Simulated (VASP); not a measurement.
# Ca (Pm-3n) in VASP: single point with LDA

Aim: the single point of Ca with LDA.

All numbers are computed with VASP 6.6.1; they aren't measurements. Logs are shortened: lines on timing, memory, paths and dates and some standing lists are left out, and cuts for length are marked.

## (1) The cell of the first run

Symmetry: Pm-3n, No. 223, cubic system. Conventional cell: a = 6.745 Å, b = 6.745 Å, c = 6.745 Å, α = 90.00°, β = 90.00°, γ = 90.00°. Ca (site symmetry m-3) has 12 Ca at 3.77 Å within 5.0 Å. Ca (site symmetry -4m2) has 14 Ca at 3.37 to 4.13 Å within 4.4 Å.

## (2) Single point, LDA

Input file INCAR:

```
SYSTEM = Ca
PREC = Accurate
ENCUT = 520
EDIFF = 1E-6
ISMEAR = -1
SIGMA = 0.1
LREAL = .False.
LASPH = .True.
NELM = 80
ALGO = Normal
ISIF = 2
LWAVE = .False.
LCHARG = .False.
GGA = CA
NBANDS = 50
```

Input file KPOINTS:

```
Automatic mesh
0
Gamma
  5 5 5
  0 0 0
```

Input file POSCAR:

```
Ca
1.0
    6.7448131980      0.0000000000      0.0000000000
    0.0000000000      6.7448131980      0.0000000000
    0.0000000000      0.0000000000      6.7448131980
Ca
8
Direct
    1.0000000000      0.0000000000      0.0000000000
    0.5000000000      0.5000000000      0.5000000000
    0.2500000000      1.0000000000      0.5000000000
    0.7500000000      1.0000000000      0.5000000000
    0.5000000000      0.2500000000      0.0000000000
    0.5000000000      0.7500000000      0.0000000000
    0.0000000000      0.5000000000      0.2500000000
    0.0000000000      0.5000000000      0.7500000000
```

Potentials or basis: VASP PAW LDA potentials, release 64 (Ca_sv).

On the command line:

```sh
> cat potpaw_LDA.64/Ca_sv/POTCAR > POTCAR
> mpirun -np 1 vasp_std > vasp.out
```

OUTCAR:

```text
SYSTEM = Ca
   PREC = Accurate
   ENCUT = 520
   EDIFF = 1E-6
   ISMEAR = -1
   LREAL = .False.
   LASPH = .True.
   NELM = 80
   ISIF = 2
   GGA = CA

 ion  position               nearest neighbor table
   1  0.000  0.000  0.000-
   2  0.500  0.500  0.500-
   3  0.250  0.000  0.500-
   4  0.750  0.000  0.500-
   5  0.500  0.250  0.000-
   6  0.500  0.750  0.000-
   7  0.000  0.500  0.250-
   8  0.000  0.500  0.750-

  LATTYP: Found a simple cubic cell.
 ALAT       =     6.7448131980

  Lattice vectors:

 A1 = (   6.7448131980,   0.0000000000,   0.0000000000)
 A2 = (   0.0000000000,   6.7448131980,   0.0000000000)
 A3 = (   0.0000000000,   0.0000000000,   6.7448131980)

Analysis of symmetry for initial positions (statically):
=====================================================================
 Subroutine PRICEL returns:
 Original cell was already a primitive cell.

 Routine SETGRP: Setting up the symmetry group for a
 simple cubic supercell.

 Subroutine GETGRP returns: Found 48 space group operations
 (whereof 24 operations were pure point group operations)
 out of a pool of 48 trial point group operations.

The static configuration has the point symmetry T_h .
 The point group associated with its full space group is O_h .

Analysis of symmetry for dynamics (positions and initial velocities):
=====================================================================
 Subroutine PRICEL returns:
 Original cell was already a primitive cell.

 Routine SETGRP: Setting up the symmetry group for a
 simple cubic supercell.

 Subroutine GETGRP returns: Found 48 space group operations
 (whereof 24 operations were pure point group operations)
 out of a pool of 48 trial point group operations.

The dynamic configuration has the point symmetry T_h .
 The point group associated with its full space group is O_h .

 Subroutine INISYM returns: Found 48 space group operations
 (whereof 24 operations are pure point group operations),
 and found     1 'primitive' translations

----------------------------------------------------------------------------------------

                                     Primitive cell

  volume of cell :     306.8384

  direct lattice vectors                    reciprocal lattice vectors
     6.744813198  0.000000000  0.000000000     0.148262075  0.000000000  0.000000000
     0.000000000  6.744813198  0.000000000     0.000000000  0.148262075  0.000000000
     0.000000000  0.000000000  6.744813198     0.000000000  0.000000000  0.148262075

  length of vectors
     6.744813198  6.744813198  6.744813198     0.148262075  0.148262075  0.148262075

  position of ions in fractional coordinates (direct lattice)
     0.000000000  0.000000000  0.000000000
     0.500000000  0.500000000  0.500000000
     0.250000000  0.000000000  0.500000000
     0.750000000  0.000000000  0.500000000
     0.500000000  0.250000000  0.000000000
     0.500000000  0.750000000  0.000000000
     0.000000000  0.500000000  0.250000000
     0.000000000  0.500000000  0.750000000

  ion indices of the primitive-cell ions
   primitive index   ion index
                 1           1
                 2           2
                 3           3
                 4           4
                 5           5
                 6           6
                 7           7
                 8           8

----------------------------------------------------------------------------------------

 KPOINTS: Automatic mesh

Automatic generation of k-mesh.
 Grid dimensions read from file:
 generate k-points for:    5    5    5

 Generating k-lattice:

  Cartesian coordinates                     Fractional coordinates (reciprocal lattice)
     0.029652415  0.000000000  0.000000000     0.200000000  0.000000000  0.000000000
     0.000000000  0.029652415  0.000000000     0.000000000  0.200000000  0.000000000
     0.000000000  0.000000000  0.029652415     0.000000000  0.000000000  0.200000000

  Length of vectors
     0.029652415  0.029652415  0.029652415

  Shift w.r.t. Gamma in fractional coordinates (k-lattice)
     0.000000000  0.000000000  0.000000000

 Subroutine IBZKPT returns following result:
 ===========================================

 Found     10 irreducible k-points:

 Following reciprocal coordinates:
            Coordinates               Weight
  0.000000  0.000000  0.000000      1.000000
  0.200000  0.000000  0.000000      6.000000
  0.400000  0.000000  0.000000      6.000000
  0.200000  0.200000  0.000000     12.000000
  0.400000  0.200000  0.000000     24.000000
  0.400000  0.400000  0.000000     12.000000
  0.200000  0.200000  0.200000      8.000000
  0.400000  0.200000  0.200000     24.000000
  0.400000  0.400000  0.200000     24.000000
  0.400000  0.400000  0.400000      8.000000
   k-points           NKPTS =     10   k-points in BZ     NKDIM =     10   number of bands    NBANDS=     50
   number of dos      NEDOS =    301   number of ions     NIONS =      8
   total plane-waves  NPLWV = 125000
   dimension x,y,z NGX =    50 NGY =   50 NGZ =   50
   dimension x,y,z NGXF=   100 NGYF=  100 NGZF=  100
   ions per type =               8
   NGX,Y,Z   is equivalent  to a cutoff of  12.32, 12.32, 12.32 a.u.
   NGXF,Y,Z  is equivalent  to a cutoff of  24.65, 24.65, 24.65 a.u.
 SYSTEM =  Ca
   PREC   = accura    normal or accurate (medium, high low for compatibility)
   ISTART =      0    job   : 0-new  1-cont  2-samecut
   ICHARG =      2    charge: 1-file 2-atom 10-const
   ISPIN  =      1    spin polarized calculation?
   LNONCOLLINEAR =      F non collinear calculations
   LSORBIT =      F    spin-orbit coupling
   LASPH  =      T    aspherical Exc in radial PAW
   ENCUT  =  520.0 eV  38.22 Ry    6.18 a.u.  12.54 12.54 12.54*2*pi/ulx,y,z
   NELM   =     80;   NELMIN=  2; NELMDL= -5     # of ELM steps
   EDIFF  = 0.1E-05   stopping-criterion for ELM
   LREAL  =      F    real-space projection
[... 7 lines left out ...]
   TEBEG  =    0.0;   TEEND  =   0.0 temperature during run
   PSTRESS=    0.0 pullay stress
   NELECT =      80.0000    total number of electrons
   NUPDOWN=      -1.0000    fix difference up-down
   EMIN   =  10.00;   EMAX   =-10.00  energy-range for DOS
   EFERMI =   0.00;   METHOD = LEGACY
   ISMEAR =    -1;   SIGMA  =   0.10  broadening in eV -4-tet -1-fermi 0-gaus
   EFERMI_NEDOS =   21; number of points for ismear=-14 and -15
   IALGO  =     38    algorithm
   IMIX   =      4    mixing-type and parameters
     AMIX     =   0.40;   BMIX     =  1.00
     AMIX_MAG =   1.60;   BMIX_MAG =  1.00
  volume/ion in A,a.u.               =      38.35       258.83
  Fermi-wavevector in a.u.,A,eV,Ry     =   1.045847  1.976365 14.882003  1.093796
  Thomas-Fermi vector in A             =   2.180660
   LORBIT       =      0    0 simple, 1 ext, 2 COOP (PROOUT), +10 PAW based schemes
   GGA     = CA    functional components
   LHFCALC =     F    Hartree Fock is set to
   AEXX    =    0.0000 exact exchange contribution
   IVDW    =     0    specifies the selected vdW correction
   LEPSILON=     F    determine dielectric tensor
   LRPA    =     F    only Hartree local field effects (RPA)
 non-spin polarized calculation
  energy-cutoff  :      520.00
  volume of cell :      306.84
 maximum number of plane-waves:      8289
 NGX is ok and might be reduce to    50
   NGX = 25   NGY = 25   NGZ = 25

 number of electron      80.0000006 magnetization

 Free energy of the ion-electron system (eV)
  ---------------------------------------------------
  ext. energy  EPLUGINS =         0.00000000
  ---------------------------------------------------
  free energy    TOTEN  =       -17.48339576 eV

  energy without entropy =      -17.21780880  energy(sigma->0) =      -17.35060228

 E-fermi :   2.1868     XC(G=0):  -8.2730

 val. band max:        2.1512206049   @ k =   0.2000   0.2000   0.0000
 cond. band min:       2.2048386102   @ k =   0.2000   0.2000   0.0000
 fundamental gap:      0.0536180053
 Fermi energy:         2.1868182443

 k-point     1 :       0.0000    0.0000    0.0000
  band No.  band energies     occupation
      1     -39.1864      2.00000
      2     -39.1731      2.00000
      3     -39.1652      2.00000
      4     -39.1652      2.00000
      5     -39.1588      2.00000
      6     -39.1357      2.00000
[... 42 lines left out ...]
     49       2.9573      0.00090
     50       2.9579      0.00090

 k-point     2 :       0.2000    0.0000    0.0000
  band No.  band energies     occupation
      1     -39.1847      2.00000
      2     -39.1734      2.00000
      3     -39.1655      2.00000
      4     -39.1634      2.00000
      5     -39.1588      2.00000
      6     -39.1385      2.00000
[... 42 lines left out ...]
     49       2.9783      0.00073
     50       2.9884      0.00066

 k-point     3 :       0.4000    0.0000    0.0000
  band No.  band energies     occupation
      1     -39.1804      2.00000
      2     -39.1758      2.00000
      3     -39.1649      2.00000
      4     -39.1631      2.00000
      5     -39.1543      2.00000
      6     -39.1458      2.00000
[... 42 lines left out ...]
     49       3.0870      0.00025
     50       3.2140      0.00007

 k-point     4 :       0.2000    0.2000    0.0000
  band No.  band energies     occupation
      1     -39.1830      2.00000
      2     -39.1735      2.00000
      3     -39.1651      2.00000
      4     -39.1623      2.00000
      5     -39.1591      2.00000
      6     -39.1389      2.00000
[... 257 lines left out ...]
 k-point     9 :       0.4000    0.4000    0.2000
  band No.  band energies     occupation
      1     -39.1753      2.00000
      2     -39.1739      2.00000
      3     -39.1639      2.00000
      4     -39.1564      2.00000
      5     -39.1550      2.00000
      6     -39.1471      2.00000
[... 42 lines left out ...]
     49       3.2970      0.00003
     50       3.4816      0.00000

 k-point    10 :       0.4000    0.4000    0.4000
  band No.  band energies     occupation
      1     -39.1738      2.00000
      2     -39.1733      2.00000
      3     -39.1567      2.00000
      4     -39.1561      2.00000
      5     -39.1561      2.00000
      6     -39.1469      2.00000
[... 42 lines left out ...]
     49       3.4746      0.00001
     50       3.5060      0.00000

------------------------ aborting loop because EDIFF is reached ----------------------------------------

  FORCE on cell =-STRESS in cart. coord.  units (eV):
  Direction    XX          YY          ZZ          XY          YZ          ZX
  --------------------------------------------------------------------------------------
  -------------------------------------------------------------------------------------
  Total       -0.0257762     -0.0257762     -0.0257762      0.0000000     -0.0000000     -0.0000000
  in kB       -0.1345920     -0.1345920     -0.1345920      0.0000000     -0.0000000     -0.0000000
  external PRESSURE =      -0.1345920 kB  Pullay stress =       0.0000000 kB

 VOLUME and BASIS-vectors are now :
 -----------------------------------------------------------------------------
  energy-cutoff  :      520.00
  volume of cell :      306.84
      direct lattice vectors                 reciprocal lattice vectors
     6.744813198  0.000000000  0.000000000     0.148262075  0.000000000  0.000000000
     0.000000000  6.744813198  0.000000000     0.000000000  0.148262075  0.000000000
     0.000000000  0.000000000  6.744813198     0.000000000  0.000000000  0.148262075

 POSITION                                       TOTAL-FORCE (eV/Angst)
 -----------------------------------------------------------------------------------
      0.00000      0.00000      0.00000         0.000000      0.000000      0.000000
      3.37241      3.37241      3.37241         0.000000      0.000000      0.000000
      1.68620      0.00000      3.37241         0.000000     -0.000000     -0.000000
      5.05861      0.00000      3.37241        -0.000000      0.000000      0.000000
      3.37241      1.68620      0.00000         0.000000      0.000000      0.000000
      3.37241      5.05861      0.00000        -0.000000     -0.000000     -0.000000
      0.00000      3.37241      1.68620         0.000000      0.000000     -0.000000
      0.00000      3.37241      5.05861        -0.000000     -0.000000      0.000000
 -----------------------------------------------------------------------------------
    total drift:                                0.000000     -0.000000     -0.000000

  FREE ENERGIE OF THE ION-ELECTRON SYSTEM (eV)
  ---------------------------------------------------
  free  energy   TOTEN  =       -17.4833957629 eV

  energy  without entropy=      -17.2178087960  energy(sigma->0) =      -17.35060228
```

Wall time 92 s (1 thread of AMD EPYC 7R13 (Zen 3), shared host); peak memory 0.29 GiB.

What came out:

```
Free energy            : -17.4834 eV
Pressure               : 0.0 GPa
Band gap on the k mesh : zero (bands 40 and 41 overlap by 0.49 eV)
```

The gap in the log of VASP goes by the Fermi energy; the results here count the filled bands.